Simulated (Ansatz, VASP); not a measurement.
Si3N4 in VASP and in Ansatz

```
CELL_PARAMETERS angstrom
7.62476 0.00000 0.00000
-3.81238 6.60324 0.00000
0.00000 0.00000 2.91042
ATOMIC_POSITIONS crystal
Si 0.76758 0.17395 0.25000
Si 0.59363 0.76758 0.75000
Si 0.82605 0.59363 0.25000
Si 0.23242 0.82605 0.75000
Si 0.40637 0.23242 0.25000
Si 0.17395 0.40637 0.75000
N 0.02963 0.33000 0.25000
N 0.69963 0.02963 0.75000
N 0.67000 0.69963 0.25000
N 0.97037 0.67000 0.75000
N 0.30037 0.97037 0.25000
N 0.33000 0.30037 0.75000
N 0.66667 0.33333 0.25000
N 0.33333 0.66667 0.75000
```

Alike in both runs: functional PBEsol; k mesh 6 × 6 × 8; occupations gaussian, width 0.02 eV; no spin polarisation.

Ansatz relaxed the structure, and its values are those at the end. VASP's run is a single point on that final structure, the one shown.

|  | VASP | Ansatz |
| --- | --- | --- |
| version | VASP 6.6.1 | Ansatz 0.2.0 |
| potentials or method | VASP PAW PBE potentials, release 64 (Si, N), cutoff 520 eV | scalar-relativistic, plane waves, PAW |
| valence electrons in the cell | 64 | 64 |

|  | VASP | Ansatz | Ansatz less VASP |
| --- | --- | --- | --- |
| gap on the k mesh at the Fermi level (eV) | 4.19 | 4.21 | +0.011 |
| least direct gap on the mesh (eV) | 4.38 | 4.39 | +0.010 |
| pressure (GPa) | 0.2 | 0.0 | -0.21 |

VASP's potentials were made for PBE, not for PBEsol.
